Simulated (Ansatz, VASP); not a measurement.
## One calculation of InAs2, two programs

The input INCAR:

```
SYSTEM = InAs2
PREC = Accurate
ENCUT = 520
EDIFF = 1E-6
ISMEAR = 0
SIGMA = 0.1
LREAL = .FALSE.
LASPH = .TRUE.
NELM = 100
ALGO = Normal
ISIF = 2
LWAVE = .FALSE.
LCHARG = .FALSE.
GGA = PE
NBANDS = 18
```

Contents of KPOINTS:

```
Automatic mesh
0
G
  4 4 4
  0 0 0
```

Contents of POSCAR:

```
InAs2
1.0
    0.0000000000      3.5140095400      3.5140095400
    3.5140095400      0.0000000000      3.5140095400
    3.5140095400      3.5140095400      0.0000000000
In As
1 2
Direct
    0.0000000000      0.0000000000      0.0000000000
    0.2500000000      0.2500000000      0.2500000000
    0.7500000000      0.7500000000      0.7500000000
```

Input for Ansatz:

```yaml
crystal:
  lattice:
    - [0.0, 3.51400954, 3.51400954]
    - [3.51400954, 0.0, 3.51400954]
    - [3.51400954, 3.51400954, 0.0]
  atoms:
    - { symbol: In, position: [0.0, 0.0, 0.0] }
    - { symbol: As, position: [0.25, 0.25, 0.25] }
    - { symbol: As, position: [0.75, 0.75, 0.75] }
basis:
  ecutwfc: 420
kpoints:
  mp_grid: { grid: [4, 4, 4] }
hamiltonian:
  xc: pbe
scf:
  occupations: { method: gaussian, width: 0.1 }
  lower_state_search: "off"
output:
  forces: true
  stress: true
  eigenvalues: true
```

Alike in both runs: task single point; functional PBE; k mesh 4 × 4 × 4; occupations gaussian, width 0.1 eV; no spin polarisation.

|  | VASP | Ansatz |
| --- | --- | --- |
| version | VASP 6.6.1 | Ansatz 0.2.0 |
| potentials or method | VASP PAW PBE potentials, release 64 (In_d, As), cutoff 520 eV | scalar-relativistic, plane waves, PAW |
| valence electrons in the cell | 23 | 43 |

```csv
,VASP,Ansatz,Ansatz less VASP
gap on the k mesh at the Fermi level (eV),none,none,-
pressure (GPa),-6.0,-6.0,-0.01
```

A gap of «none» marks a metal or a gap that the smearing closes. VASP's potentials hold 23 valence electrons a cell and Ansatz's 43, so a difference there can come from the potentials and not from the codes.

The k mesh is coarse, so the values compare programs but aren't converged.
